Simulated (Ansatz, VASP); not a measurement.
V in VASP and in Ansatz

File INCAR:

```
ALGO = Fast
EDIFF = 1E-7
ENCUT = 520
GGA = PE
ISIF = 2
ISMEAR = 0
LASPH = T
LCHARG = T
LELF = T
LREAL = F
LVHAR = T
LWAVE = F
NBANDS = 12
NELM = 80
PREC = Accurate
SIGMA = 0.05
```

The input KPOINTS:

```
k-points
0
Gamma
  20 20 20
```

File POSCAR:

```
V
1.0
   -1.5083082759      1.5083082759      1.5083082759
    1.5083082759     -1.5083082759      1.5083082759
    1.5083082759      1.5083082759     -1.5083082759
V
1
Direct
    0.0000000000      0.0000000000      0.0000000000
```

Input for Ansatz:

```yaml
crystal:
  lattice:
    - [-1.5083082759, 1.5083082759, 1.5083082759]
    - [1.5083082759, -1.5083082759, 1.5083082759]
    - [1.5083082759, 1.5083082759, -1.5083082759]
  atoms:
    - { symbol: V, position: [0.0, 0.0, 0.0] }
basis:
  ecutwfc: 420
  ecutrho_ratio: 4
kpoints:
  mp_grid: { grid: [20, 20, 20] }
hamiltonian:
  xc: pbe
scf:
  occupations: { method: gaussian, width: 0.05 }
output:
  forces: true
  stress: true
  eigenvalues: true
```

Alike in both runs: task single point; functional PBE; k mesh 20 × 20 × 20; occupations gaussian, width 0.05 eV; no spin polarisation.

|  | VASP | Ansatz |
| --- | --- | --- |
| version | VASP 6.6.1 | Ansatz 0.2.0 |
| potentials or method | VASP PAW PBE potentials, release 64 (V_sv), cutoff 520 eV | scalar-relativistic, plane waves, PAW |
| valence electrons in the cell | 13 | 13 |

VASP gave:

```
gap on the k mesh at the Fermi level (eV) : none
pressure (GPa)                            : -3.3
```

Question: What did Ansatz give for the same quantities?

Answer: gap on the k mesh at the Fermi level (eV): none; pressure (GPa): -3.5.

A gap of «none» marks a metal or a gap that the smearing closes. The functional is the same, so the differences come from potentials, cutoffs and numerics.
